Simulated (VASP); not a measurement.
# Sb (Pm-3m) in VASP: notebook, part 2 of 2

VASP 6.6.1.

## 3. Single point, PBE

This run uses another cell than the first one, of 29.03 Å³/atom, 1.045 times its volume.

INCAR reads:

```
PREC = Accurate
ENCUT = 500
EDIFF = 1E-6
ISMEAR = -1
SIGMA = 0.1
LREAL = F
LASPH = T
NELM = 120
ALGO = Normal
ISIF = 2
LWAVE = F
LCHARG = F
GGA = PE
NBANDS = 8
GGA_COMPAT = F
```

KPOINTS reads:

```
regular mesh
0
Gamma
  7 7 7
```

POSCAR reads:

```
Sb
1.0
    3.0733806909      0.0000000000      0.0000000000
    0.0000000000      3.0733806909      0.0000000000
    0.0000000000      0.0000000000      3.0733806909
Sb
1
Direct
    0.0000000000      0.0000000000      0.0000000000
```

Potentials or basis: VASP PAW PBE potentials, release 64 (Sb).

Run with:

```console
$ cat potpaw_PBE.64/Sb/POTCAR > POTCAR
$ mpirun -np 1 vasp_std > vasp.out
```

Run time: 6.7 s. Hardware: 1 thread of Intel Xeon 8259CL, shared host; peak memory 0.13 GiB.

It converged, with:

```
Free energy : -4.1230 eV
Pressure    : 2.1 GPa
```

Levels at points of the mesh, in eV from the Fermi level:
```tsv
k point	band 1	band 2	band 3	band 4	band 5	band 6	band 7
(0.00, 0.00, 0.00)	-12.41	3.52	3.52	3.52	7.13	7.13	8.62
```

Caveat: spin-orbit coupling is left out, which moves the levels of the heavy elements.

## 4. Single point, PBE

This run uses another cell than the first one, of 30.29 Å³/atom, 1.091 times its volume.

INCAR reads:

```
PREC = Accurate ; ENCUT = 500
EDIFF = 1E-6 ; ISMEAR = -1
SIGMA = 0.1 ; LREAL = False
LASPH = True ; NELM = 120
ALGO = Normal ; ISIF = 2
LWAVE = False ; LCHARG = False
GGA = PE ; NBANDS = 8
GGA_COMPAT = False
```

KPOINTS reads:

```
Automatic mesh
0
Gamma
  7 7 7
```

POSCAR reads:

```
Sb
1.0
    3.1172920620      0.0000000000      0.0000000000
    0.0000000000      3.1172920620      0.0000000000
    0.0000000000      0.0000000000      3.1172920620
Sb
1
Direct
    0.0000000000      0.0000000000      0.0000000000
```

Potentials or basis: VASP PAW PBE potentials, release 64 (Sb).

Run with:

```console
$ cat potpaw_PBE.64/Sb/POTCAR > POTCAR
$ mpirun -np 1 vasp_std > vasp.out
```

OUTCAR:

```text
PREC = Accurate
   ENCUT = 500
   EDIFF = 1E-6
   ISMEAR = -1
   LREAL = False
   LASPH = True
   NELM = 120
   ISIF = 2
   GGA = PE

 ion  position               nearest neighbor table
   1  0.000  0.000  0.000-

  LATTYP: Found a simple cubic cell.
 ALAT       =     3.1172920620

  Lattice vectors:

 A1 = (   3.1172920620,   0.0000000000,   0.0000000000)
[... 390 lines left out ...]
      3       5.4062      2.00000
      4       5.8647      1.99976
      5      11.7229      0.00000
      6      12.2090      0.00000
      7      12.2090      0.00000
      8      15.2967      0.00000

------------------------ aborting loop because EDIFF is reached ----------------------------------------

  FORCE on cell =-STRESS in cart. coord.  units (eV):
  Direction    XX          YY          ZZ          XY          YZ          ZX
  --------------------------------------------------------------------------------------
  -------------------------------------------------------------------------------------
  Total       -0.0891968     -0.0891968     -0.0891968      0.0000000      0.0000000      0.0000000
  in kB       -4.7176672     -4.7176672     -4.7176672      0.0000000      0.0000000      0.0000000
  external PRESSURE =      -4.7176672 kB  Pullay stress =       0.0000000 kB

 VOLUME and BASIS-vectors are now :
 -----------------------------------------------------------------------------
  energy-cutoff  :      500.00
  volume of cell :       30.29
      direct lattice vectors                 reciprocal lattice vectors
     3.117292062  0.000000000  0.000000000     0.320791244  0.000000000  0.000000000
     0.000000000  3.117292062  0.000000000     0.000000000  0.320791244  0.000000000
     0.000000000  0.000000000  3.117292062     0.000000000  0.000000000  0.320791244

 POSITION                                       TOTAL-FORCE (eV/Angst)
 -----------------------------------------------------------------------------------
      0.00000      0.00000      0.00000         0.000000      0.000000      0.000000
 -----------------------------------------------------------------------------------
    total drift:                               -0.000000      0.000000      0.000000

  FREE ENERGIE OF THE ION-ELECTRON SYSTEM (eV)
  ---------------------------------------------------
  free  energy   TOTEN  =        -4.1289957220 eV

  energy  without entropy=       -4.1128928215  energy(sigma->0) =       -4.12094427
```

It took 7.1 s on 1 thread of Intel Xeon 8259CL, shared host; peak memory 0.13 GiB.

Results:

| Property | Result |
| --- | --- |
| Free energy | -4.1290 eV |
| Pressure | -0.5 GPa |

Levels at points of the mesh, in eV from the Fermi level:
```tsv
k point	band 1	band 2	band 3	band 4	band 5	band 6
(0.00, 0.00, 0.00)	-12.09	3.40	3.40	3.40	7.08	7.08
```

Caveat: spin-orbit coupling is left out, which moves the levels of the heavy elements.

## 5. Single point, PBE

This run uses another cell than the first one, of 31.55 Å³/atom, 1.136 times its volume.

INCAR reads:

```
SYSTEM = Sb
  ALGO = Normal
  EDIFF = 1E-6
  ENCUT = 500
  GGA = PE
  GGA_COMPAT = .FALSE.
  ISIF = 2
  ISMEAR = -1
  LASPH = .TRUE.
  LCHARG = .FALSE.
  LREAL = .FALSE.
  LWAVE = .FALSE.
  NBANDS = 8
  NELM = 120
  PREC = Accurate
  SIGMA = 0.1
```

KPOINTS reads:

```
k-points
0
G
  7 7 7
  0 0 0
```

POSCAR reads:

```
Sb
1.0
    3.1600000000      0.0000000000      0.0000000000
    0.0000000000      3.1600000000      0.0000000000
    0.0000000000      0.0000000000      3.1600000000
Sb
1
Direct
    0.0000000000      0.0000000000      0.0000000000
```

Potentials or basis: VASP PAW PBE potentials, release 64 (Sb).

Run with:

```console
$ cat potpaw_PBE.64/Sb/POTCAR > POTCAR
$ mpirun -np 1 vasp_std > vasp.out
```

OUTCAR:

```text
SYSTEM = Sb
   EDIFF = 1E-6
   ENCUT = 500
   GGA = PE
   ISIF = 2
   ISMEAR = -1
   LASPH = .TRUE.
   LREAL = .FALSE.
   NELM = 120
   PREC = Accurate

 ion  position               nearest neighbor table
   1  0.000  0.000  0.000-

  LATTYP: Found a simple cubic cell.
 ALAT       =     3.1600000000

  Lattice vectors:

 A1 = (   3.1600000000,   0.0000000000,   0.0000000000)
 A2 = (   0.0000000000,   3.1600000000,   0.0000000000)
 A3 = (   0.0000000000,   0.0000000000,   3.1600000000)

Analysis of symmetry for initial positions (statically):
=====================================================================
 Subroutine PRICEL returns:
 Original cell was already a primitive cell.

 Routine SETGRP: Setting up the symmetry group for a
 simple cubic supercell.

 Subroutine GETGRP returns: Found 48 space group operations
 (whereof 48 operations were pure point group operations)
 out of a pool of 48 trial point group operations.

The static configuration has the point symmetry O_h .

[... 150 lines left out ...]

  energy without entropy =       -4.10031807  energy(sigma->0) =       -4.10864637

 E-fermi :   6.2762     XC(G=0):  -9.3849

 val. band max:        5.9719750693   @ k =   0.4286   0.2857   0.1429
 cond. band min:       6.3514843529   @ k =   0.2857   0.2857   0.2857
 fundamental gap:      0.3795092836
 Fermi energy:         6.2761991229

 k-point     1 :       0.0000    0.0000    0.0000
  band No.  band energies     occupation
      1      -5.5214      2.00000
      2       9.5706      0.00000
      3       9.5706      0.00000
      4       9.5706      0.00000
      5      13.3138      0.00000
      6      13.3138      0.00000
      7      14.3748      0.00000
      8      23.7617      0.00000
[... 199 lines left out ...]
 k-point    20 :       0.4286    0.4286    0.4286
  band No.  band energies     occupation
      1       0.7999      2.00000
      2       4.9877      1.99999
      3       4.9877      1.99999
      4       5.3572      1.99980
      5      11.2886      0.00000
      6      11.7555      0.00000
      7      11.7555      0.00000
      8      14.8341      0.00000

------------------------ aborting loop because EDIFF is reached ----------------------------------------

  FORCE on cell =-STRESS in cart. coord.  units (eV):
  Direction    XX          YY          ZZ          XY          YZ          ZX
  --------------------------------------------------------------------------------------
  -------------------------------------------------------------------------------------
  Total       -0.4908633     -0.4908633     -0.4908633      0.0000000     -0.0000000     -0.0000000
  in kB      -24.9235502    -24.9235502    -24.9235502      0.0000000     -0.0000000     -0.0000000
  external PRESSURE =     -24.9235502 kB  Pullay stress =       0.0000000 kB

 VOLUME and BASIS-vectors are now :
 -----------------------------------------------------------------------------
  energy-cutoff  :      500.00
  volume of cell :       31.55
      direct lattice vectors                 reciprocal lattice vectors
     3.160000000  0.000000000  0.000000000     0.316455696  0.000000000  0.000000000
     0.000000000  3.160000000  0.000000000     0.000000000  0.316455696  0.000000000
     0.000000000  0.000000000  3.160000000     0.000000000  0.000000000  0.316455696

 POSITION                                       TOTAL-FORCE (eV/Angst)
 -----------------------------------------------------------------------------------
      0.00000      0.00000      0.00000         0.000000      0.000000      0.000000
 -----------------------------------------------------------------------------------
    total drift:                               -0.000000      0.000000      0.000000

  FREE ENERGIE OF THE ION-ELECTRON SYSTEM (eV)
  ---------------------------------------------------
  free  energy   TOTEN  =        -4.1169746749 eV

  energy  without entropy=       -4.1003180675  energy(sigma->0) =       -4.10864637
```

stdout:

```text
POSCAR found type information on POSCAR Sb
 POSCAR found :  1 types and       1 ions
 scaLAPACK will be used
 LDA part: xc-table for (Slater+PW92), standard interpolation
 POSCAR, INCAR and KPOINTS ok, starting setup
 FFT: planning ... GRIDC
 FFT: planning ... GRID_SOFT
 FFT: planning ... GRID
 WAVECAR not read
 entering main loop
```

Wall time 6.5 s (1 thread of Intel Xeon 8259CL, shared host); peak memory 0.13 GiB.

Results:

```yaml
Free_energy: -4.1170 eV
Pressure: -2.5 GPa
```

Caveat: spin-orbit coupling is left out, which moves the levels of the heavy elements.

## 6. Overview

```tsv
cell	gap on the mesh (eV)	pressure (GPa)
a = 3.028 Å, 1 atom	none	5.4
a = 3.073 Å, 1 atom	none	2.1
a = 3.117 Å, 1 atom	none	-0.5
a = 3.160 Å, 1 atom	none	-2.5
```

Alike in all rows: task single point; level PBE; potentials or basis VASP PAW PBE potentials, release 64 (Sb); no spin polarisation; k mesh 7 × 7 × 7; cutoff (eV) 500; smearing fermi-dirac 0.1 eV.

Caveats: spin-orbit coupling is left out, which moves the levels of the heavy elements.

Total energies depend on the potentials used, so only differences within one code and one set of settings carry meaning.
